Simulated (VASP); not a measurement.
# Al2Cu (P4/mmm) in VASP: a series of runs

Al2Cu is run at these levels: r2SCAN; tasks: single point.

All numbers are computed with VASP 6.6.1; they aren't measurements. Logs are shortened: lines on timing, memory, paths and dates and some standing lists are left out, and cuts for length are marked.

## (1) The cell of the first run

It takes space group P4/mmm (No. 123, tetragonal). Conventional cell: a = 4.105 Å, b = 4.105 Å, c = 2.891 Å, α = 90.00°, β = 90.00°, γ = 90.00°. Within 3.3 Å of Al (site symmetry mmm) lie 4 Cu at 2.51 Å and 6 Al at 2.89 to 2.90 Å. Within 3.3 Å of Cu (site symmetry 4/mmm) lie 8 Al at 2.51 Å and 2 Cu at 2.89 Å.

## (2) Single point, r2SCAN

The input, POSCAR:

```
Al2Cu
1.0
    4.1051820000      0.0000000000      0.0000000000
    0.0000000000      4.1051820000      0.0000000000
    0.0000000000      0.0000000000      2.8913130000
Al Cu
2 1
Direct
    0.5000000000      0.0000000000      0.5000000000
    0.0000000000      0.5000000000      0.5000000000
    0.0000000000      0.0000000000      0.0000000000
```

The input, INCAR.step1:

```
PREC = Accurate ; ENCUT = 520
ISMEAR = 0 ; SIGMA = 0.01
LREAL = False ; LASPH = True
NELM = 100 ; NBANDS = 16
GGA = PE ; ALGO = Normal
EDIFF = 1E-4 ; LWAVE = True
LCHARG = False
```

The input, INCAR.step2:

```
PREC = Accurate ; ENCUT = 520
EDIFF = 1E-6 ; ISMEAR = 0
SIGMA = 0.01 ; LREAL = False
LASPH = True ; NELM = 100
ALGO = Normal ; ISIF = 2
LWAVE = False ; LCHARG = False
METAGGA = R2SCAN ; LMIXTAU = True
NBANDS = 16 ; ISTART = 1
```

The input, KPOINTS:

```
Automatic mesh
0
Gamma
  10 10 14
```

Potentials or basis: VASP PAW PBE potentials, release 64 (Al, Cu).

The run is started by

```bash
$ cat potpaw_PBE.64/Al/POTCAR potpaw_PBE.64/Cu/POTCAR > POTCAR
$ cp INCAR.step1 INCAR
$ mpirun -np 1 vasp_std > vasp.out
$ cp INCAR.step2 INCAR
$ mpirun -np 1 vasp_std > vasp.out
```

OUTCAR:

```text
PREC = Accurate
   ENCUT = 520
   EDIFF = 1E-6
   ISMEAR = 0
   LREAL = False
   LASPH = True
   NELM = 100
   ISIF = 2
   METAGGA = R2SCAN
   ISTART = 1

 ion  position               nearest neighbor table
   1  0.500  0.000  0.500-   3 2.51   3 2.51   3 2.51   3 2.51   2 2.90   2 2.90   2 2.90   2 2.90

   2  0.000  0.500  0.500-   3 2.51   3 2.51   3 2.51   3 2.51   1 2.90   1 2.90   1 2.90   1 2.90

   3  0.000  0.000  0.000-   1 2.51   2 2.51   1 2.51   2 2.51   2 2.51   2 2.51   1 2.51   1 2.51

  LATTYP: Found a simple tetragonal cell.
 ALAT       =     4.1051820000
 C/A-ratio  =     0.7043081159

  Lattice vectors:

 A1 = (   4.1051820000,   0.0000000000,   0.0000000000)
 A2 = (   0.0000000000,   4.1051820000,   0.0000000000)
 A3 = (   0.0000000000,   0.0000000000,   2.8913130000)

Analysis of symmetry for initial positions (statically):
=====================================================================
 Subroutine PRICEL returns:
 Original cell was already a primitive cell.

 Routine SETGRP: Setting up the symmetry group for a
 simple tetragonal supercell.

 Subroutine GETGRP returns: Found 16 space group operations
 (whereof 16 operations were pure point group operations)
 out of a pool of 16 trial point group operations.

The static configuration has the point symmetry D_4h.

Analysis of symmetry for dynamics (positions and initial velocities):
=====================================================================
 Subroutine PRICEL returns:
 Original cell was already a primitive cell.

 Routine SETGRP: Setting up the symmetry group for a
 simple tetragonal supercell.

 Subroutine GETGRP returns: Found 16 space group operations
 (whereof 16 operations were pure point group operations)
 out of a pool of 16 trial point group operations.

The dynamic configuration has the point symmetry D_4h.

 Subroutine INISYM returns: Found 16 space group operations
 (whereof 16 operations are pure point group operations),
 and found     1 'primitive' translations

----------------------------------------------------------------------------------------

                                     Primitive cell

  volume of cell :      48.7259

  direct lattice vectors                    reciprocal lattice vectors
     4.105182000  0.000000000  0.000000000     0.243594559  0.000000000  0.000000000
     0.000000000  4.105182000  0.000000000     0.000000000  0.243594559  0.000000000
     0.000000000  0.000000000  2.891313000     0.000000000  0.000000000  0.345863627

  length of vectors
     4.105182000  4.105182000  2.891313000     0.243594559  0.243594559  0.345863627

  position of ions in fractional coordinates (direct lattice)
     0.500000000  0.000000000  0.500000000
     0.000000000  0.500000000  0.500000000
     0.000000000  0.000000000  0.000000000

  ion indices of the primitive-cell ions
   primitive index   ion index
                 1           1
                 2           2
                 3           3

----------------------------------------------------------------------------------------

 KPOINTS: Automatic mesh

Automatic generation of k-mesh.
 Grid dimensions read from file:
 generate k-points for:   10   10   14

 Generating k-lattice:

  Cartesian coordinates                     Fractional coordinates (reciprocal lattice)
     0.024359456  0.000000000  0.000000000     0.100000000  0.000000000  0.000000000
     0.000000000  0.024359456  0.000000000     0.000000000  0.100000000  0.000000000
     0.000000000  0.000000000  0.024704545     0.000000000  0.000000000  0.071428571

  Length of vectors
     0.024359456  0.024359456  0.024704545

  Shift w.r.t. Gamma in fractional coordinates (k-lattice)
     0.000000000  0.000000000  0.000000000

 Subroutine IBZKPT returns following result:
 ===========================================

 Found    168 irreducible k-points:

 Following reciprocal coordinates:
            Coordinates               Weight
  0.000000  0.000000  0.000000      1.000000
  0.100000  0.000000  0.000000      4.000000
  0.200000  0.000000  0.000000      4.000000
  0.300000  0.000000  0.000000      4.000000
  0.400000  0.000000  0.000000      4.000000
  0.500000  0.000000  0.000000      2.000000
[... 16 lines left out ...]
  0.100000  0.000000  0.071429      8.000000
  0.200000  0.000000  0.071429      8.000000
 [... further k-points ...]
   k-points           NKPTS =    168   k-points in BZ     NKDIM =    168   number of bands    NBANDS=     16
   number of dos      NEDOS =    301   number of ions     NIONS =      3
   total plane-waves  NPLWV =  24576
   dimension x,y,z NGX =    32 NGY =   32 NGZ =   24
   dimension x,y,z NGXF=    64 NGYF=   64 NGZF=   48
   ions per type =               2   1
   NGX,Y,Z   is equivalent  to a cutoff of  12.96, 12.96, 13.80 a.u.
   NGXF,Y,Z  is equivalent  to a cutoff of  25.92, 25.92, 27.60 a.u.
 SYSTEM =  unknown system
   PREC   = accura    normal or accurate (medium, high low for compatibility)
   ISTART =      1    job   : 0-new  1-cont  2-samecut
   ICHARG =      0    charge: 1-file 2-atom 10-const
   ISPIN  =      1    spin polarized calculation?
   LNONCOLLINEAR =      F non collinear calculations
   LSORBIT =      F    spin-orbit coupling
   LASPH  =      T    aspherical Exc in radial PAW
   ENCUT  =  520.0 eV  38.22 Ry    6.18 a.u.   7.63  7.63  5.38*2*pi/ulx,y,z
   NELM   =    100;   NELMIN=  2; NELMDL=  0     # of ELM steps
   EDIFF  = 0.1E-05   stopping-criterion for ELM
   LREAL  =      F    real-space projection
   EDIFFG = 0.1E-04   stopping-criterion for IOM
   NSW    =      0    number of steps for IOM
   IBRION =     -1    ionic relax: 0-MD 1-quasi-New 2-CG
   NFREE  =      0    steps in history (QN), initial steepest desc. (CG)
   ISIF   =      2    stress and relaxation
   ISYM   =      2    0-nonsym 1-usesym 2-fastsym
   POTIM  = 0.5000    time-step for ionic-motion
   TEBEG  =    0.0;   TEEND  =   0.0 temperature during run
   PSTRESS=    0.0 pullay stress
   NELECT =      17.0000    total number of electrons
   NUPDOWN=      -1.0000    fix difference up-down
   EMIN   =  10.00;   EMAX   =-10.00  energy-range for DOS
   EFERMI =   0.00;   METHOD = LEGACY
   ISMEAR =     0;   SIGMA  =   0.01  broadening in eV -4-tet -1-fermi 0-gaus
   EFERMI_NEDOS =   21; number of points for ismear=-14 and -15
   IALGO  =     38    algorithm
   IMIX   =      4    mixing-type and parameters
     AMIX     =   0.40;   BMIX     =  1.00
     AMIX_MAG =   1.60;   BMIX_MAG =  1.00
  volume/ion in A,a.u.               =      16.24       109.61
  Fermi-wavevector in a.u.,A,eV,Ry     =   1.152492  2.177894 18.071765  1.328237
  Thomas-Fermi vector in A             =   2.289142
   LORBIT       =      0    0 simple, 1 ext, 2 COOP (PROOUT), +10 PAW based schemes
   METAGGA = R2SCAN    functional components
   LHFCALC =     F    Hartree Fock is set to
   AEXX    =    0.0000 exact exchange contribution
   IVDW    =     0    specifies the selected vdW correction
   LEPSILON=     F    determine dielectric tensor
   LRPA    =     F    only Hartree local field effects (RPA)
 non-spin polarized calculation
 Gauss-broadening in eV      SIGMA  =   0.01
  energy-cutoff  :      520.00
  volume of cell :       48.73
 maximum number of plane-waves:      1339
 NGX is ok and might be reduce to    32
   NGX = 15   NGY = 15   NGZ = 11

 number of electron      16.9999979 magnetization

 Free energy of the ion-electron system (eV)
  ---------------------------------------------------
  ext. energy  EPLUGINS =         0.00000000
  ---------------------------------------------------
  free energy    TOTEN  =       -24.40604604 eV

  energy without entropy =      -24.40592984  energy(sigma->0) =      -24.40598794

 E-fermi :   7.0517     XC(G=0): -11.1165

 val. band max:        7.0462780384   @ k =   0.5000   0.1000   0.3571
 cond. band min:       7.0523332797   @ k =   0.4000   0.2000   0.2143
 fundamental gap:      0.0060552412
 Fermi energy:         7.0516821692

 k-point     1 :       0.0000    0.0000    0.0000
  band No.  band energies     occupation
      1      -4.0039      2.00000
      2       1.5095      2.00000
      3       2.0217      2.00000
      4       2.6742      2.00000
      5       2.9110      2.00000
      6       2.9110      2.00000
[... 8 lines left out ...]
     15      14.4926      0.00000
     16      20.4637      0.00000

 k-point     2 :       0.1000    0.0000    0.0000
  band No.  band energies     occupation
      1      -3.9145      2.00000
      2       1.4525      2.00000
      3       1.9998      2.00000
      4       2.6465      2.00000
      5       2.9078      2.00000
      6       2.9115      2.00000
[... 8 lines left out ...]
     15      15.8433      0.00000
     16      20.0644      0.00000

 k-point     3 :       0.2000    0.0000    0.0000
  band No.  band energies     occupation
      1      -3.6501      2.00000
      2       1.1403      2.00000
      3       1.9531      2.00000
      4       2.5819      2.00000
      5       2.8994      2.00000
      6       2.9128      2.00000
[... 8 lines left out ...]
     15      17.7284      0.00000
     16      19.1707      0.00000

 k-point     4 :       0.3000    0.0000    0.0000
  band No.  band energies     occupation
      1      -3.2253      2.00000
      2       0.3978      2.00000
      3       1.9391      2.00000
      4       2.5140      2.00000
      5       2.7572      2.00000
      6       2.8892      2.00000
[... 8 lines left out ...]
     15      18.1775      0.00000
     16      19.7708      0.00000
[... 324 lines left out ...]
 k-point    22 :       0.0000    0.0000    0.0714
  band No.  band energies     occupation
      1      -3.9061      2.00000
      2       1.5412      2.00000
      3       2.0564      2.00000
      4       2.6835      2.00000
      5       2.8099      2.00000
      6       2.8099      2.00000
[... 8 lines left out ...]
     15      15.9482      0.00000
     16      19.5448      0.00000

 k-point    23 :       0.1000    0.0000    0.0714
  band No.  band energies     occupation
      1      -3.8169      2.00000
      2       1.4857      2.00000
      3       2.0354      2.00000
      4       2.6541      2.00000
      5       2.7969      2.00000
      6       2.8171      2.00000
[... 8 lines left out ...]
     15      16.3886      0.00000
     16      18.9174      0.00000

 k-point    24 :       0.2000    0.0000    0.0714
  band No.  band energies     occupation
      1      -3.5528      2.00000
      2       1.1845      2.00000
      3       1.9888      2.00000
      4       2.5906      2.00000
      5       2.7521      2.00000
      6       2.8279      2.00000
[... 8 lines left out ...]
     15      17.7881      0.00000
     16      17.8971      0.00000

 [... further k-points ...]
[... 5 lines left out ...]
  --------------------------------------------------------------------------------------
  -------------------------------------------------------------------------------------
  Total       -0.6163699     -0.6163699     -0.8567210      0.0000000      0.0000000      0.0000000
  in kB      -20.2671197    -20.2671197    -28.1702083      0.0000000      0.0000000      0.0000000
  external PRESSURE =     -22.9014826 kB  Pullay stress =       0.0000000 kB

 VOLUME and BASIS-vectors are now :
 -----------------------------------------------------------------------------
  energy-cutoff  :      520.00
  volume of cell :       48.73
      direct lattice vectors                 reciprocal lattice vectors
     4.105182000  0.000000000  0.000000000     0.243594559  0.000000000  0.000000000
     0.000000000  4.105182000  0.000000000     0.000000000  0.243594559  0.000000000
     0.000000000  0.000000000  2.891313000     0.000000000  0.000000000  0.345863627

 POSITION                                       TOTAL-FORCE (eV/Angst)
 -----------------------------------------------------------------------------------
      2.05259      0.00000      1.44566         0.000000      0.000000      0.000000
      0.00000      2.05259      1.44566         0.000000      0.000000      0.000000
      0.00000      0.00000      0.00000         0.000000      0.000000      0.000000
 -----------------------------------------------------------------------------------
    total drift:                               -0.000000     -0.000000      0.000000

  FREE ENERGIE OF THE ION-ELECTRON SYSTEM (eV)
  ---------------------------------------------------
  free  energy   TOTEN  =       -24.4060460351 eV

  energy  without entropy=      -24.4059298401  energy(sigma->0) =      -24.40598794
```

Run time: 3.9 min. Hardware: 1 thread of Intel Xeon 6975P-C, shared host; peak memory 0.27 GiB.

Results:

```yaml
Free_energy: -24.4060 eV
Pressure: -2.3 GPa
```

Levels at points of the mesh, in eV from the Fermi level:
```
           k point  band 6  band 7  band 8  band 9  band 10  band 11  band 12  band 13
(0.00, 0.00, 0.00)   -4.14   -2.52   -2.52    0.10     1.09     6.42     6.68     6.68
(0.50, 0.00, 0.00)   -4.17   -4.14   -1.13    1.67     1.99     2.18     7.88     8.96
(0.50, 0.50, 0.00)   -4.32   -4.17   -4.17   -2.50     8.99     8.99     9.83    10.56
(0.00, 0.00, 0.50)   -4.19   -3.10    2.68    2.68     2.68     2.89     2.89     3.33
(0.50, 0.00, 0.50)   -4.23   -3.20   -2.56   -1.73     3.92     4.19     4.58     5.55
(0.50, 0.50, 0.50)   -3.67   -2.40   -2.40   -0.97    -0.83     0.10     0.10     2.75
```

Caveat: the PAW data sets were made with another functional, which shifts forces and pressure a little.

[end of part 1 of 2]
